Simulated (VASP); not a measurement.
# Si (Cm) in VASP: further runs

Si is run at these levels: PBE; tasks: single point.

All numbers are computed with VASP 6.6.1; they aren't measurements. Logs are shortened: lines on timing, memory, paths and dates and some standing lists are left out, and cuts for length are marked.

### 1 The cell of the first run

It takes space group Cm (No. 8, monoclinic). Conventional cell: a = 6.670 Å, b = 3.851 Å, c = 12.778 Å, α = 90.00°, β = 94.99°, γ = 90.00°. Within 3.1 Å of Si (site symmetry m) lie 4 Si at 2.36 to 2.63 Å. Si (site symmetry m) has 4 Si at 2.36 to 2.38 Å within 3.1 Å. Si (site symmetry m) has 4 Si at 2.36 to 2.38 Å within 3.1 Å. Within 3.1 Å of Si (site symmetry m) lie 4 Si at 2.36 to 2.38 Å. Si (site symmetry m) has 4 Si at 2.36 to 2.63 Å within 3.1 Å. Within 3.1 Å of Si (site symmetry m) lie 4 Si at 2.36 to 2.38 Å. Si (site symmetry m) has 4 Si at 2.36 to 2.38 Å within 3.1 Å. Within 3.1 Å of Si (site symmetry m) lie 4 Si at 2.36 to 2.38 Å.

### 2 Single point, PBE

File INCAR:

```
ALGO = Normal
EDIFF = 1E-6
ENCUT = 520
GGA = PE
ISIF = 2
ISMEAR = 0
LASPH = True
LCHARG = True
LELF = True
LREAL = False
LVHAR = True
LWAVE = False
NBANDS = 26
NELM = 100
PREC = Accurate
SIGMA = 0.05
```

File KPOINTS:

```
k-points
0
Gamma
  10 10 3
```

File POSCAR:

```
Si
1.0
   -3.8510822046      0.0000000000      0.0000000000
   -1.9255411023     -3.3351350213      0.0000000000
   -0.9627705512     -0.5558558369     12.7293621948
Si
8
Direct
    0.1822556606      0.1822556606      0.9064660365
    0.2655889939      0.2655889939      0.4064660365
    0.6405889939      0.6405889939      0.1564660365
    0.5572556606      0.5572556606      0.6564660365
    0.3177443394      0.3177443394      0.0935339635
    0.2344110061      0.2344110061      0.5935339635
    0.6094110061      0.6094110061      0.3435339635
    0.5260776727      0.5260776728      0.8435339635
```

Potentials or basis: VASP PAW PBE potentials, release 64 (Si).

The run is started by

```bash
> cat potpaw_PBE.64/Si/POTCAR > POTCAR
> mpirun -np 1 vasp_std > vasp.out
```

OUTCAR:

```text
EDIFF = 1E-6
   ENCUT = 520
   GGA = PE
   ISIF = 2
   ISMEAR = 0
   LASPH = True
   LREAL = False
   NELM = 100
   PREC = Accurate

 ion  position               nearest neighbor table
   1  0.182  0.182  0.906-   8 2.36   8 2.36   8 2.36   5 2.63
   2  0.266  0.266  0.406-   7 2.36   7 2.36   7 2.36   6 2.38
   3  0.641  0.641  0.156-   5 2.36   5 2.36   5 2.36   7 2.38
   4  0.557  0.557  0.656-   6 2.36   6 2.36   6 2.36   8 2.38
   5  0.318  0.318  0.094-   3 2.36   3 2.36   3 2.36   1 2.63
   6  0.234  0.234  0.594-   4 2.36   4 2.36   4 2.36   2 2.38
   7  0.609  0.609  0.344-   2 2.36   2 2.36   2 2.36   3 2.38
   8  0.526  0.526  0.844-   1 2.36   1 2.36   1 2.36   4 2.38

  LATTYP: Found a base centered monoclinic cell.
 ALAT       =     6.6702700425
 B/A-ratio  =     0.5773502692
 C/A-ratio  =     1.9156368863
 COS(beta)  =    -0.0870032666

  Lattice vectors:

 A1 = (   3.8510822046,   0.0000000000,   0.0000000000)
 A2 = (   1.9255411023,   3.3351350213,   0.0000000000)
 A3 = (  -0.9627705512,  -0.5558558369,  12.7293621948)

Analysis of symmetry for initial positions (statically):
=====================================================================
 Subroutine PRICEL returns:
 Original cell was already a primitive cell.

 Routine SETGRP: Setting up the symmetry group for a
 base centered monoclinic supercell.

 Subroutine GETGRP returns: Found  2 space group operations
 (whereof  2 operations were pure point group operations)
 out of a pool of  4 trial point group operations.

The static configuration has the point symmetry C_1h.

Analysis of symmetry for dynamics (positions and initial velocities):
=====================================================================
 Subroutine PRICEL returns:
 Original cell was already a primitive cell.

 Routine SETGRP: Setting up the symmetry group for a
 base centered monoclinic supercell.

 Subroutine GETGRP returns: Found  2 space group operations
 (whereof  2 operations were pure point group operations)
 out of a pool of  4 trial point group operations.

The dynamic configuration has the point symmetry C_1h.

 Subroutine INISYM returns: Found  2 space group operations
 (whereof  2 operations are pure point group operations),
 and found     1 'primitive' translations

----------------------------------------------------------------------------------------

                                     Primitive cell

  volume of cell :     163.4944

  direct lattice vectors                    reciprocal lattice vectors
    -3.851082205  0.000000000  0.000000000    -0.259667269  0.149918968 -0.013093089
    -1.925541102 -3.335135021  0.000000000     0.000000000 -0.299837936 -0.013093089
    -0.962770551 -0.555855837 12.729362195     0.000000000  0.000000000  0.078558531

  length of vectors
     3.851082205  3.851082205 12.777815335     0.300123669  0.300123669  0.078558531

  position of ions in fractional coordinates (direct lattice)
     0.182255661  0.182255661  0.906466036
     0.265588994  0.265588994  0.406466036
     0.640588994  0.640588994  0.156466036
     0.557255661  0.557255661  0.656466036
     0.317744339  0.317744339  0.093533964
     0.234411006  0.234411006  0.593533964
     0.609411006  0.609411006  0.343533964
     0.526077673  0.526077673  0.843533964

  ion indices of the primitive-cell ions
   primitive index   ion index
                 1           1
                 2           2
                 3           3
                 4           4
                 5           5
                 6           6
                 7           7
                 8           8

----------------------------------------------------------------------------------------

 KPOINTS: k-points

Automatic generation of k-mesh.
 Grid dimensions read from file:
 generate k-points for:   10   10    3

 Generating k-lattice:

  Cartesian coordinates                     Fractional coordinates (reciprocal lattice)
    -0.025966727  0.014991897 -0.001309309     0.100000000  0.000000000  0.000000000
     0.000000000 -0.029983794 -0.001309309     0.000000000  0.100000000  0.000000000
     0.000000000  0.000000000  0.026186177     0.000000000  0.000000000  0.333333333

  Length of vectors
     0.030012367  0.030012367  0.026186177

  Shift w.r.t. Gamma in fractional coordinates (k-lattice)
     0.000000000  0.000000000  0.000000000

 Subroutine IBZKPT returns following result:
 ===========================================

 Found     86 irreducible k-points:

 Following reciprocal coordinates:
            Coordinates               Weight
  0.000000  0.000000  0.000000      1.000000
  0.100000  0.000000  0.000000      4.000000
  0.200000  0.000000  0.000000      4.000000
  0.300000 -0.000000 -0.000000      4.000000
  0.400000 -0.000000 -0.000000      4.000000
  0.500000  0.000000 -0.000000      2.000000
[... 16 lines left out ...]
  0.300000  0.300000  0.000000      2.000000
  0.400000  0.300000  0.000000      4.000000
 [... further k-points ...]
   k-points           NKPTS =     86   k-points in BZ     NKDIM =     86   number of bands    NBANDS=     26
   number of dos      NEDOS =    301   number of ions     NIONS =      8
   total plane-waves  NPLWV =  86400
   dimension x,y,z NGX =    30 NGY =   30 NGZ =   96
   dimension x,y,z NGXF=    60 NGYF=   60 NGZF=  192
   ions per type =               8
   NGX,Y,Z   is equivalent  to a cutoff of  12.95, 12.95, 12.49 a.u.
   NGXF,Y,Z  is equivalent  to a cutoff of  25.90, 25.90, 24.98 a.u.
 SYSTEM =  unknown system
   PREC   = accura    normal or accurate (medium, high low for compatibility)
   ISTART =      0    job   : 0-new  1-cont  2-samecut
   ICHARG =      2    charge: 1-file 2-atom 10-const
   ISPIN  =      1    spin polarized calculation?
   LNONCOLLINEAR =      F non collinear calculations
   LSORBIT =      F    spin-orbit coupling
   LASPH  =      T    aspherical Exc in radial PAW
   ENCUT  =  520.0 eV  38.22 Ry    6.18 a.u.   7.16  7.16 23.76*2*pi/ulx,y,z
   NELM   =    100;   NELMIN=  2; NELMDL= -5     # of ELM steps
   EDIFF  = 0.1E-05   stopping-criterion for ELM
   LREAL  =      F    real-space projection
   EDIFFG = 0.1E-04   stopping-criterion for IOM
   NSW    =      0    number of steps for IOM
   IBRION =     -1    ionic relax: 0-MD 1-quasi-New 2-CG
[... 14 lines left out ...]
     AMIX     =   0.40;   BMIX     =  1.00
     AMIX_MAG =   1.60;   BMIX_MAG =  1.00
  volume/ion in A,a.u.               =      20.44       137.91
  Fermi-wavevector in a.u.,A,eV,Ry     =   0.950511  1.796206 12.292475  0.903471
  Thomas-Fermi vector in A             =   2.078895
   LORBIT       =      0    0 simple, 1 ext, 2 COOP (PROOUT), +10 PAW based schemes
   GGA     = PE    functional components
   LHFCALC =     F    Hartree Fock is set to
   AEXX    =    0.0000 exact exchange contribution
   IVDW    =     0    specifies the selected vdW correction
   LEPSILON=     F    determine dielectric tensor
   LRPA    =     F    only Hartree local field effects (RPA)
 non-spin polarized calculation
 Gauss-broadening in eV      SIGMA  =   0.05
  energy-cutoff  :      520.00
  volume of cell :      163.49
 maximum number of plane-waves:      4433
 NGX is ok and might be reduce to    30
   NGX = 15   NGY = 15   NGZ = 47

 number of electron      32.0000001 magnetization

 Free energy of the ion-electron system (eV)
  ---------------------------------------------------
  ext. energy  EPLUGINS =         0.00000000
  ---------------------------------------------------
  free energy    TOTEN  =       -42.67031513 eV

  energy without entropy =      -42.67001326  energy(sigma->0) =      -42.67016419

 E-fermi :   5.8855     XC(G=0):  -9.3548

 val. band max:        5.8092608888   @ k =   0.1000   0.0000   0.0000
 cond. band min:       5.8950122537   @ k =   0.4000   0.4000   0.3333
 fundamental gap:      0.0857513649
 Fermi energy:         5.8855490840

 k-point     1 :       0.0000    0.0000    0.0000
  band No.  band energies     occupation
      1      -6.1885      2.00000
      2      -5.4432      2.00000
      3      -5.3924      2.00000
      4      -3.9829      2.00000
      5      -1.1448      2.00000
      6       1.6431      2.00000
[... 18 lines left out ...]
     25       8.8287      0.00000
     26       8.9956      0.00000

 k-point     2 :       0.1000    0.0000    0.0000
  band No.  band energies     occupation
      1      -6.0728      2.00000
      2      -5.3378      2.00000
      3      -5.2683      2.00000
      4      -3.8666      2.00000
      5      -1.0811      2.00000
      6       1.6287      2.00000
[... 18 lines left out ...]
     25       9.1912      0.00000
     26       9.2557      0.00000

 k-point     3 :       0.2000    0.0000    0.0000
  band No.  band energies     occupation
      1      -5.7301      2.00000
      2      -5.0172      2.00000
      3      -4.9105      2.00000
      4      -3.5218      2.00000
      5      -0.9547      2.00000
      6       1.3251      2.00000
[... 18 lines left out ...]
     25       9.7380      0.00000
     26      10.2097      0.00000

 k-point     4 :       0.3000   -0.0000   -0.0000
  band No.  band energies     occupation
      1      -5.1788      2.00000
      2      -4.4944      2.00000
      3      -4.3487      2.00000
      4      -2.9649      2.00000
      5      -1.0940      2.00000
      6       0.2803      2.00000
[... 18 lines left out ...]
     25       9.6290      0.00000
     26      10.6262      0.00000

 k-point     5 :       0.4000   -0.0000   -0.0000
  band No.  band energies     occupation
      1      -4.4844      2.00000
      2      -3.8397      2.00000
      3      -3.6683      2.00000
      4      -2.2671      2.00000
      5      -1.8261      2.00000
      6      -0.8504      2.00000
[... 18 lines left out ...]
     25       9.8095      0.00000
     26      10.8053      0.00000

 k-point     6 :       0.5000    0.0000   -0.0000
  band No.  band energies     occupation
      1      -4.0170      2.00000
      2      -3.4168      2.00000
      3      -3.2630      2.00000
      4      -2.3956      2.00000
      5      -1.7958      2.00000
      6      -1.3878      2.00000
[... 427 lines left out ...]
 k-point    21 :      -0.3000    0.2000    0.0000
  band No.  band energies     occupation
      1      -4.1696      2.00000
      2      -3.5146      2.00000
      3      -3.4032      2.00000
      4      -1.9895      2.00000
      5      -1.8718      2.00000
      6      -0.9528      2.00000
[... 18 lines left out ...]
     25      10.2830      0.00000
     26      10.3975      0.00000

 k-point    22 :      -0.2000    0.2000   -0.0000
  band No.  band energies     occupation
      1      -4.8582      2.00000
      2      -4.1462      2.00000
      3      -4.0705      2.00000
      4      -2.6273      2.00000
      5      -1.2599      2.00000
      6      -0.0401      2.00000
[... 18 lines left out ...]
     25      10.0022      0.00000
     26      10.1580      0.00000

 k-point    23 :       0.3000    0.3000    0.0000
  band No.  band energies     occupation
      1      -5.1667      2.00000
      2      -4.5502      2.00000
      3      -4.2750      2.00000
      4      -2.9906      2.00000
      5      -1.0524      2.00000
      6       0.1453      2.00000
[... 18 lines left out ...]
     25      10.0540      0.00000
     26      10.9367      0.00000

 k-point    24 :       0.4000    0.3000    0.0000
  band No.  band energies     occupation
      1      -4.7412      2.00000
      2      -4.1565      2.00000
      3      -3.8450      2.00000
      4      -2.5785      2.00000
      5      -1.4013      2.00000
      6      -0.4674      2.00000
[... 18 lines left out ...]
     25      10.1797      0.00000
     26      10.7061      0.00000

 [... further k-points ...]
[... 5 lines left out ...]
  --------------------------------------------------------------------------------------
  -------------------------------------------------------------------------------------
  Total       -1.0933067     -0.2051618     -1.1002646     -0.7691561      1.9279418      3.3392931
  in kB      -10.7139531     -2.0105003    -10.7821371     -7.5374113     18.8930319     32.7236904
  external PRESSURE =      -7.8355302 kB  Pullay stress =       0.0000000 kB

 VOLUME and BASIS-vectors are now :
 -----------------------------------------------------------------------------
  energy-cutoff  :      520.00
  volume of cell :      163.49
      direct lattice vectors                 reciprocal lattice vectors
    -3.851082205  0.000000000  0.000000000    -0.259667269  0.149918968 -0.013093089
    -1.925541102 -3.335135021  0.000000000     0.000000000 -0.299837936 -0.013093089
    -0.962770551 -0.555855837 12.729362195     0.000000000  0.000000000  0.078558531

 POSITION                                       TOTAL-FORCE (eV/Angst)
 -----------------------------------------------------------------------------------
     -1.92554     -1.11171     11.53873        -0.857065     -0.494827      0.702163
     -1.92554     -1.11171      5.17405        -0.009752     -0.005630     -0.002738
     -3.85108     -2.22342      1.99171        -0.174648     -0.100833     -0.022473
     -3.85108     -2.22342      8.35639        -0.168526     -0.097299     -0.078421
     -1.92554     -1.11171      1.19063         1.045069      0.603371     -0.675849
     -1.92554     -1.11171      7.55531         0.015038      0.008682      0.006912
     -3.85108     -2.22342      4.37297         0.103990      0.060039      0.051146
     -3.85108     -2.22342     10.73765         0.045894      0.026497      0.019261
 -----------------------------------------------------------------------------------
    total drift:                                0.000012      0.000007      0.000021

  FREE ENERGIE OF THE ION-ELECTRON SYSTEM (eV)
  ---------------------------------------------------
  free  energy   TOTEN  =       -42.6703151259 eV

  energy  without entropy=      -42.6700132566  energy(sigma->0) =      -42.67016419
```

Wall time 2.8 min (1 thread of AMD EPYC 9R45 (Zen 5), shared host); peak memory 0.39 GiB.

Results:

| Quantity | Value |
| --- | --- |
| Free energy | -42.6703 eV |
| Pressure | -0.8 GPa |
| Largest force | 1.383 eV/Å |
| Band gap on the k mesh | zero (bands 16 and 17 overlap by 0.01 eV) |

Forces on the atoms (eV/Å):
```
Si  -0.857 -0.495  0.702
Si  -0.010 -0.006 -0.003
Si  -0.175 -0.101 -0.022
Si  -0.169 -0.097 -0.078
Si   1.045  0.603 -0.676
Si   0.015  0.009  0.007
Si   0.104  0.060  0.051
Si   0.046  0.026  0.019
```

Caveat: semilocal functionals underestimate gaps, so a narrow gap can read as zero; forces of over 1 eV/Å act on the atoms, so gaps and moduli don't describe the material at rest.

### 3 Single point, PBE

File INCAR:

```
SYSTEM = Si
PREC = Accurate
ENCUT = 520
EDIFF = 1E-6
ISMEAR = 0
SIGMA = 0.05
LREAL = .False.
LASPH = .True.
NELM = 60
ALGO = Normal
ISIF = 2
LWAVE = .False.
LCHARG = .False.
GGA = PE
NBANDS = 26
```

File KPOINTS:

```
regular mesh
0
Gamma
  10 10 3
  0 0 0
```

File POSCAR:

```
Si
1.0
   -3.8510822046      0.0000000000      0.0000000000
   -1.9255411023     -3.3351350213      0.0000000000
   -1.4441558267     -0.8337837553     12.7293621948
Si
8
Direct
    0.1067168242      0.1067168242      0.9064660365
    0.2317168242      0.2317168242      0.4064660365
    0.6275501575      0.6275501575      0.1564660365
    0.5025501575      0.5025501575      0.6564660365
    0.3099498425      0.3099498425      0.0935339635
    0.1849498425      0.1849498425      0.5935339635
    0.5807831758      0.5807831758      0.3435339635
    0.4557831758      0.4557831758      0.8435339635
```

Potentials or basis: VASP PAW PBE potentials, release 64 (Si).

The run is started by

```bash
> cat potpaw_PBE.64/Si/POTCAR > POTCAR
> mpirun -np 1 vasp_std > vasp.out
```

It took 2.8 min on 1 thread of AMD EPYC 9R45 (Zen 5), shared host; peak memory 0.4 GiB.

The run converged. Its results:

```yaml
Free_energy: -42.0142 eV
Pressure: -0.9 GPa
Largest_force: 1.204 eV/Å
Band_gap_on_the_k_mesh: zero (bands 16 and 17 overlap by 0.57 eV)
```

Forces in eV/Å, atoms in the order of the input:
```
Si  -0.705 -0.407  0.589
Si   0.001  0.001 -0.025
Si  -0.143 -0.083 -0.049
Si  -0.145 -0.084 -0.214
Si   0.943  0.545 -0.514
Si  -0.001 -0.001  0.048
Si   0.050  0.029  0.099
Si   0.000  0.000  0.064
```

Stress tensor (GPa, compression positive):
```
-1.89 -1.05  2.86
-1.05 -0.68  1.65
 2.86  1.65 -0.07
```

Levels at points of the mesh, in eV from the Fermi level:
| k point | band 13 | band 14 | band 15 | band 16 | band 17 | band 18 | band 19 | band 20 |
| --- | --- | --- | --- | --- | --- | --- | --- | --- |
| (0.00, 0.00, 0.00) | -0.33 | -0.11 | 0.00 | 0.23 | 1.40 | 1.50 | 2.06 | 2.42 |
| (0.50, 0.00, 0.00) | -2.35 | -1.77 | -1.56 | -1.16 | 0.01 | 0.85 | 1.09 | 1.66 |
| (0.50, 0.50, 0.00) | -2.21 | -2.16 | -1.25 | -1.09 | -0.05 | 0.71 | 1.17 | 1.50 |

Caveat: semilocal functionals underestimate gaps, so a narrow gap can read as zero; forces of over 1 eV/Å act on the atoms, so gaps and moduli don't describe the material at rest.

### 4 Single point, PBE

File INCAR:

```
ALGO = Normal
EDIFF = 1E-7
ENCUT = 520
GGA = PE
ISIF = 2
ISMEAR = 0
ISYM = 0
LASPH = T
LCHARG = F
LREAL = F
LWAVE = F
NBANDS = 26
NELM = 60
PREC = Accurate
SIGMA = 0.05
```

File KPOINTS:

```
k-points
0
Gamma
  10 10 3
```

File POSCAR:

```
Si
1.0
   -3.8510822046      0.0000000000      0.0000000000
   -1.9255411023     -3.3351350213      0.0000000000
   -1.4441558267     -1.3896395922     12.7293621948
Si
8
Direct
    0.1822556606     -0.0443608485      0.9064660365
    0.2655889939      0.1639724848      0.4064660365
    0.6405889939      0.6014724848      0.1564660365
    0.5572556606      0.3931391515      0.6564660365
    0.3177443394      0.2943608485      0.0935339635
    0.2344110061      0.0860275152      0.5935339635
    0.6094110061      0.5235275152      0.3435339635
    0.5260776727      0.3151941819      0.8435339635
```

The run is started by

```bash
> cat potpaw_PBE.64/Si/POTCAR > POTCAR
> mpirun -np 1 vasp_std > vasp.out
```

It took 9.2 min on 1 thread of Intel Xeon Platinum 8259CL at 2.50GHz (Skylake/Cascade Lake), shared host; peak memory 0.57 GiB.

It converged, with:

```
Free energy            : -41.8432 eV
Pressure               : -0.9 GPa
Largest force          : 0.609 eV/Å
Band gap on the k mesh : zero (bands 16 and 17 overlap by 0.71 eV)
```

Forces in eV/Å, atoms in the order of the input:
```
Si  -0.107  0.069  0.528
Si   0.009 -0.002 -0.010
Si  -0.079  0.047  0.010
Si  -0.086  0.050 -0.204
Si   0.352 -0.209 -0.452
Si  -0.001  0.000  0.031
Si  -0.065  0.032  0.078
Si  -0.022  0.012  0.019
```

Stress tensor (GPa, compression positive):
```
-0.95 -1.05  0.60
-1.05 -2.19 -0.36
 0.60 -0.36  0.46
```

Levels at points of the mesh, in eV from the Fermi level:
| k point | band 14 | band 15 | band 16 | band 17 | band 18 | band 19 |
| --- | --- | --- | --- | --- | --- | --- |
| (0.00, 0.00, 0.00) | 0.01 | 0.14 | 0.36 | 1.53 | 1.57 | 2.21 |
| (0.50, 0.00, 0.00) | -1.47 | -1.42 | -1.23 | 0.07 | 0.99 | 1.32 |
| (0.00, 0.50, 0.00) | -1.62 | -1.40 | -0.63 | -0.14 | 0.98 | 1.14 |
| (0.50, 0.50, 0.00) | -1.98 | -1.23 | -0.74 | 0.06 | 0.88 | 1.27 |

Caveat: semilocal functionals underestimate gaps, so a narrow gap can read as zero.

### 5 Overview

| cell | gap on the mesh (eV) | pressure (GPa) | largest force (eV/Å) |
| --- | --- | --- | --- |
| a = 3.851, b = 3.851, c = 12.778 Å, angles 85.7, 85.7, 60.0°, 8 atoms | none | -0.8 | 1.38 |
| a = 3.851, b = 3.851, c = 12.838 Å, angles 83.5, 83.5, 60.0°, 8 atoms | none | -0.9 | 1.20 |
| a = 3.851, b = 3.851, c = 12.886 Å, angles 81.4, 83.6, 60.0°, 8 atoms | none | -0.9 | 0.61 |

Alike in all rows: task single point; level PBE; potentials or basis VASP PAW PBE potentials, release 64 (Si); no spin polarisation; k mesh 10 × 10 × 3; cutoff (eV) 520; smearing gaussian 0.05 eV.

Caveats: semilocal functionals underestimate gaps, so a narrow gap can read as zero; forces of over 1 eV/Å act on the atoms, so gaps and moduli don't describe the material at rest (at least some runs).

Absolute energies hang on the potentials; compare differences alone.
